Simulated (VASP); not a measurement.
Wanted: the native input for a VASP 6.6.1 run.

| Quantity | Value |
| --- | --- |
| Task | single point |
| Functional | PBE |
| Potentials or basis | VASP PAW PBE potentials, release 64 (In_d, Ga_d, P) |
| Cutoff | 520 eV |
| k mesh | 3 × 3 × 6 |
| Occupations | gaussian, width 0.1 eV |
| Spin | no spin polarisation |
| Dipole correction | no |
| Further INCAR settings | ALGO = Normal; EDIFF = 1e-06; NBANDS = 36 |

The structure of In2GaP3 lies in POSCAR:

```
In2GaP3
1.0
    6.7113334800      0.0000000030      0.0000000000
   -3.3556667426      5.8121852854      0.0000000000
    0.0000000000      0.0000000000      3.7814614486
In Ga P
2 1 3
Direct
    0.6666666667      0.3333333333      0.0000000000
    0.3333333333      0.6666666667      0.0000000000
    0.0000000000      0.0000000000      0.0000000000
    0.5000000000      0.0000000000      0.5000000000
    0.0000000000      0.5000000000      0.5000000000
    0.5000000000      0.5000000000      0.5000000000
```

The input as run:

INCAR

```
ALGO     = Normal         # electronic algorithm
EDIFF    = 1E-6           # SCF threshold, eV
ENCUT    = 520            # plane-wave cutoff, eV
GGA      = PE             # functional
ISIF     = 2              # what is computed and relaxed
ISMEAR   = 0              # smearing method
LASPH    = True           # aspherical terms in the spheres
LCHARG   = False          # write CHGCAR
LREAL    = False          # projectors in reciprocal space
LWAVE    = False          # write WAVECAR
NBANDS   = 36             # bands
NELM     = 60             # most SCF steps
PREC     = Accurate       # precision mode
SIGMA    = 0.1            # smearing width, eV
```

KPOINTS

```
k-points
0
Gamma
  3 3 6
```

Potentials or basis: VASP PAW PBE potentials, release 64 (In_d, Ga_d, P).

Command:

```console
$ cat potpaw_PBE.64/In_d/POTCAR potpaw_PBE.64/Ga_d/POTCAR potpaw_PBE.64/P/POTCAR > POTCAR
$ mpirun -np 1 vasp_std > vasp.out
```

Results of the run:

| Item | Value |
| --- | --- |
| Pressure | 0.0 GPa |
| Band gap on the k mesh | zero (band 27 reaches 5.86 eV, above the bottom of band 28 at 4.22 eV) |

Caveat: the k points lie up to 0.36 Å⁻¹ apart; spin-orbit coupling is left out, which moves the levels of the heavy elements.

Run time: 50 s on 1 thread of Intel(R) Xeon(R) Platinum 8488C (Sapphire Rapids), with other jobs on the host, peak memory 0.27 GiB.
